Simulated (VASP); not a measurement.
# AlN (Pm) in VASP: notebook, part 2 of 2

VASP 6.6.1. The steps go on from the part before.

**3. Single point, PBE (atom 1 (Al) moved by -0.126 Å along [1 0 0] and -0.126 Å along [1 2 0])**

Contents of INCAR:

```
  ALGO = Normal
  EDIFF = 1E-6
  ENCUT = 520
  GGA = PE
  ISIF = 2
  ISMEAR = 0
  LASPH = True
  LCHARG = False
  LREAL = False
  LWAVE = False
  NBANDS = 26
  NELM = 80
  PREC = Accurate
  SIGMA = 0.05
```

Contents of KPOINTS:

```
k-points
0
Gamma
  8 6 4
```

Contents of POSCAR:

```
AlN
1.0
   -1.6567491617      2.8695737234      0.0000000000
    0.0000000000      0.0000000000      4.1874629526
    4.9702474850      2.8695737234      0.0000000000
Al N
4 4
Direct
    0.4860814172      0.7500000000      0.1366762888
    0.0000000000      0.7500000000      0.6666666667
    0.0000000000      0.2500000000      0.3333333333
    0.5000000000      0.2500000000      0.8333333333
    0.5000000000      0.2500000000      0.1666666667
    0.0000000000      0.2500000000      0.6666666667
    0.0000000000      0.7500000000      0.3333333333
    0.5000000000      0.7500000000      0.8333333333
```

Potentials or basis: VASP PAW PBE potentials, release 64 (Al, N).

The run is started by

```
> cat potpaw_PBE.64/Al/POTCAR potpaw_PBE.64/N/POTCAR > POTCAR
> mpirun -np 1 vasp_std > vasp.out
```

OUTCAR:

```text
EDIFF = 1E-6
   ENCUT = 520
   GGA = PE
   ISIF = 2
   ISMEAR = 0
   LASPH = True
   LREAL = False
   NELM = 80
   PREC = Accurate

 ion  position               nearest neighbor table
   1  0.486  0.750  0.137-   8 1.74   7 1.97   7 2.04   5 2.10   5 2.10   4 2.72   4 2.72   3 2.87
                             3 2.87   3 2.93   3 2.93   2 3.14   2 3.19
   2  0.000  0.750  0.667-   8 1.91   8 1.91   7 1.91   6 2.09   6 2.09   4 2.84   4 2.84   4 2.84
                             4 2.84   3 2.84   3 2.84   1 3.14   1 3.19
[... 920 lines left out ...]
  Total        2.4338012     -0.4662470     -0.0101750      1.8060613      0.0000000      0.0000000
  in kB       48.9677981     -9.3808364     -0.2047200     36.3377439      0.0000000      0.0000000
  external PRESSURE =      13.1274139 kB  Pullay stress =       0.0000000 kB

 VOLUME and BASIS-vectors are now :
 -----------------------------------------------------------------------------
  energy-cutoff  :      520.00
  volume of cell :       79.63
      direct lattice vectors                 reciprocal lattice vectors
    -1.656749162  2.869573723  0.000000000    -0.150897919  0.261362862  0.000000000
     0.000000000  0.000000000  4.187462953     0.000000000  0.000000000  0.238808083
     4.970247485  2.869573723  0.000000000     0.150897919  0.087120954  0.000000000

 POSITION                                       TOTAL-FORCE (eV/Angst)
 -----------------------------------------------------------------------------------
     -0.12600      1.78705      3.14060         3.938074      2.752660      0.000000
      3.31350      1.91305      3.14060        -0.793121     -0.479236      0.000000
      1.65675      0.95652      1.04687        -0.093143     -0.145796      0.000000
      3.31350      3.82610      1.04687        -0.165489     -0.049573      0.000000
      0.00000      1.91305      1.04687        -0.618853     -0.476593      0.000000
      3.31350      1.91305      1.04687         0.333459      0.183232      0.000000
      1.65675      0.95652      3.14060        -0.580266     -0.603837      0.000000
      3.31350      3.82610      3.14060        -2.020661     -1.180856      0.000000
 -----------------------------------------------------------------------------------
    total drift:                                0.000477      0.000211      0.000000

  FREE ENERGIE OF THE ION-ELECTRON SYSTEM (eV)
  ---------------------------------------------------
  free  energy   TOTEN  =       -58.2478100057 eV

  energy  without entropy=      -58.2478100057  energy(sigma->0) =      -58.24781001
```

OSZICAR:

```text
N       E                     dE             d eps       ncg     rms          rms(c)
DAV:   1     0.110354099213E+03    0.11035E+03   -0.14865E+04  3744   0.111E+03
DAV:   2    -0.579152050376E+02   -0.16827E+03   -0.15719E+03  5142   0.229E+02
DAV:   3    -0.672427743739E+02   -0.93276E+01   -0.92720E+01  5030   0.550E+01
DAV:   4    -0.673299699275E+02   -0.87196E-01   -0.87142E-01  4484   0.601E+00
DAV:   5    -0.673313167648E+02   -0.13468E-02   -0.13465E-02  4932   0.747E-01    0.167E+01
DAV:   6    -0.582896307276E+02    0.90417E+01   -0.28326E+01  4782   0.280E+01    0.569E+00
DAV:   7    -0.582878990093E+02    0.17317E-02   -0.15943E+00  4512   0.641E+00    0.401E+00
DAV:   8    -0.582566127315E+02    0.31286E-01   -0.16950E-01  4584   0.274E+00    0.630E-01
DAV:   9    -0.582468000396E+02    0.98127E-02   -0.39529E-02  4980   0.105E+00    0.345E-01
DAV:  10    -0.582477722010E+02   -0.97216E-03   -0.42123E-03  4512   0.362E-01    0.126E-01
DAV:  11    -0.582478076435E+02   -0.35443E-04   -0.32661E-04  4310   0.141E-01    0.570E-02
DAV:  12    -0.582478090434E+02   -0.13999E-05   -0.97864E-05  4880   0.567E-02    0.243E-02
DAV:  13    -0.582478100057E+02   -0.96230E-06   -0.41136E-06  4324   0.155E-02
   1 F= -.58247810E+02 E0= -.58247810E+02  d E =-.184962E-14
```

stdout:

```text
POSCAR found type information on POSCAR AlN
 POSCAR found :  2 types and       8 ions
 scaLAPACK will be used
 LDA part: xc-table for (Slater+PW92), standard interpolation
 POSCAR, INCAR and KPOINTS ok, starting setup
 FFT: planning ... GRIDC
 FFT: planning ... GRID_SOFT
 FFT: planning ... GRID
 WAVECAR not read
 entering main loop
```

It took 98 s on 1 thread of Intel Xeon Platinum 8124M at 3.00GHz (Skylake/Cascade Lake), shared host; peak memory 0.26 GiB.

What came out:

```yaml
Free_energy: -58.2478 eV
Pressure: 1.3 GPa
Largest_force: 4.805 eV/Å
Band_gap_on_the_k_mesh: 3.11 eV
```

Forces on the atoms (eV/Å):
```
Al   3.938  2.753  0.000
Al  -0.793 -0.479  0.000
Al  -0.093 -0.146  0.000
Al  -0.165 -0.050  0.000
N   -0.619 -0.477  0.000
N    0.333  0.183  0.000
N   -0.580 -0.604  0.000
N   -2.021 -1.181  0.000
```

Levels at points of the mesh, in eV from the valence-band top:
| k point | band 12 | band 13 | band 14 | band 15 | band 16 | band 17 | band 18 | band 19 | band 20 | band 21 |
| --- | --- | --- | --- | --- | --- | --- | --- | --- | --- | --- |
| (0.00, 0.00, 0.00) | -3.02 | -1.89 | -1.69 | -0.97 | 0.00 | 3.11 | 3.84 | 4.43 | 7.09 | 7.17 |
| (0.50, 0.00, 0.00) | -3.76 | -2.71 | -2.45 | -2.28 | -2.16 | 5.39 | 5.59 | 5.82 | 6.05 | 7.87 |
| (0.00, 0.50, 0.00) | -2.50 | -2.46 | -1.89 | -1.69 | -1.63 | 4.73 | 4.98 | 5.62 | 5.80 | 8.23 |
| (0.50, 0.50, 0.00) | -4.47 | -1.35 | -1.19 | -0.88 | -0.78 | 5.83 | 5.83 | 6.21 | 6.38 | 8.70 |
| (0.00, 0.00, 0.50) | -3.15 | -1.78 | -1.41 | -0.90 | -0.89 | 4.38 | 4.90 | 5.97 | 6.01 | 7.67 |
| (0.50, 0.00, 0.50) | -3.99 | -2.90 | -2.69 | -1.58 | -1.40 | 3.63 | 4.03 | 6.83 | 6.99 | 7.01 |
| (0.00, 0.50, 0.50) | -2.13 | -2.11 | -2.04 | -1.67 | -1.63 | 4.74 | 5.22 | 5.36 | 5.85 | 8.81 |
| (0.50, 0.50, 0.50) | -3.16 | -2.08 | -1.96 | -1.46 | -1.45 | 4.77 | 4.88 | 5.21 | 5.35 | 9.02 |

Caveat: the cell differs from its parent crystal (atom 1 (Al) moved by -0.126 Å along [1 0 0] and -0.126 Å along [1 2 0]); the stress differs along the axes, from -1 to 5 GPa; forces of over 1 eV/Å act on the atoms, so gaps and moduli don't describe the material at rest.

**4. Single point, PBE (atom 1 (Al) moved by +0.378 Å along [1 0 0] and +0.126 Å along [1 2 0])**

Contents of INCAR:

```
SYSTEM = AlN
  PREC = Accurate
  ENCUT = 520
  EDIFF = 1E-6
  ISMEAR = 0
  SIGMA = 0.05
  LREAL = .FALSE.
  LASPH = .TRUE.
  NELM = 100
  ALGO = Normal
  ISIF = 2
  LWAVE = .FALSE.
  LCHARG = .FALSE.
  GGA = PE
  NBANDS = 26
```

Contents of KPOINTS:

```
regular mesh
0
G
  8 6 4
  0 0 0
```

Changes to POSCAR since step 3:

```diff
@@ -8,3 +8,3 @@
 Direct
-    0.4860814172      0.7500000000      0.1366762888
+    0.4758923074      0.7500000000      0.2346833201
     0.0000000000      0.7500000000      0.6666666667
```

The run is started by

```
> cat potpaw_PBE.64/Al/POTCAR potpaw_PBE.64/N/POTCAR > POTCAR
> mpirun -np 1 vasp_std > vasp.out
```

Wall time 77 s (1 thread of AMD EPYC 9R45 (Zen 5), shared host); peak memory 0.23 GiB.

Results (log left out):

- Free energy: -57.2972 eV
- Pressure: 4.8 GPa
- Largest force: 6.479 eV/Å
- Band gap on the k mesh: 2.66 eV

Forces in eV/Å, atoms in the order of the input:
```
Al  -6.471  0.311  0.000
Al   1.646  0.889  0.000
Al   0.048 -0.267  0.000
Al   0.308  0.200  0.000
N    1.451  0.666  0.000
N   -0.615 -0.365  0.000
N    3.513 -1.406  0.000
N    0.122 -0.027  0.000
```

Stress tensor (GPa, compression positive):
```
 5.61 -9.42  0.00
-9.42  8.62  0.00
 0.00  0.00  0.24
```

Levels at points of the mesh, in eV from the valence-band top:
```tsv
k point	band 14	band 15	band 16	band 17	band 18	band 19
(0.00, 0.00, 0.00)	-1.35	-1.00	0.00	2.66	3.90	4.43
(0.50, 0.00, 0.00)	-2.41	-2.20	-1.73	4.73	5.06	6.33
(0.00, 0.50, 0.00)	-2.02	-1.71	-1.39	4.41	4.99	5.55
(0.50, 0.50, 0.00)	-1.02	-0.88	-0.62	5.13	5.14	6.48
(0.00, 0.00, 0.50)	-1.46	-0.94	-0.70	4.12	5.08	5.96
(0.50, 0.00, 0.50)	-2.70	-1.58	-1.06	3.02	4.26	6.01
(0.00, 0.50, 0.50)	-2.09	-1.52	-1.33	4.31	5.08	5.55
(0.50, 0.50, 0.50)	-1.65	-1.36	-1.28	3.88	4.35	5.29
```

Caveat: the cell differs from its parent crystal (atom 1 (Al) moved by +0.378 Å along [1 0 0] and +0.126 Å along [1 2 0]); the stress differs along the axes, from 0 to 9 GPa; forces of over 1 eV/Å act on the atoms, so gaps and moduli don't describe the material at rest. A k mesh can miss the band edges.

**5. Summary**

| cell | gap on the mesh (eV) | pressure (GPa) | largest force (eV/Å) |
| --- | --- | --- | --- |
| as given, atomic positions A | 2.58 | 9.5 | 16.55 |
| as given, atomic positions B | 3.11 | 1.3 | 4.80 |
| as given, atomic positions C | 2.66 | 4.8 | 6.48 |

Alike in all rows: task single point; level PBE; potentials or basis VASP PAW PBE potentials, release 64 (Al, N); no spin polarisation; k mesh 8 × 6 × 4; cutoff (eV) 520; smearing gaussian 0.05 eV.

Caveats: forces of over 1 eV/Å act on the atoms, so gaps and moduli don't describe the material at rest; the stress differs along the axes, from 1 to 21 GPa (at least some runs); the stress differs along the axes, from -1 to 5 GPa (at least some runs); the stress differs along the axes, from 0 to 9 GPa (at least some runs).

Absolute energies hang on the potentials; compare differences alone.
